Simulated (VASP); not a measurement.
CO, 16 atoms in the cell. The typed cell holds 16 atoms: a = 7.992 Å, b = 7.992 Å, c = 7.992 Å, α = 60.00°, β = 60.00°, γ = 60.00°.  This cell differs from its parent crystal: dynamics (npt langevin) at 450 K, volume x 1.01, from the last frame before.

- Program: VASP 6.6.1
- Task: single point
- Functional: PBE
- Dispersion: D3(BJ)
- Potentials or basis: VASP PAW PBE potentials, release 64 (C, O)
- Cutoff: 520 eV
- k mesh: 2 × 2 × 2, shifted
- Occupations: fermi-dirac, width 0.0388 eV
- Spin: no spin polarisation
- Dipole correction: no
- Further INCAR settings: LREAL = Auto; ALGO = Normal; EDIFF = 1e-06; NBANDS = 54; ISYM = -1

Potentials or basis: VASP PAW PBE potentials, release 64 (C, O).

The run is started by

```console
$ cat potpaw_PBE.64/C/POTCAR potpaw_PBE.64/O/POTCAR > POTCAR
$ mpirun -np 1 vasp_std > vasp.out
```

Hardware: 1 thread of Intel(R) Xeon(R) Platinum 8488C (Sapphire Rapids) (shared host).

Estimate the wall time of this run.

It took 120 s on 1 thread of Intel(R) Xeon(R) Platinum 8488C (Sapphire Rapids), with other jobs on the host, peak memory 0.48 GiB. Counts: scf iterations 15, k points 4.
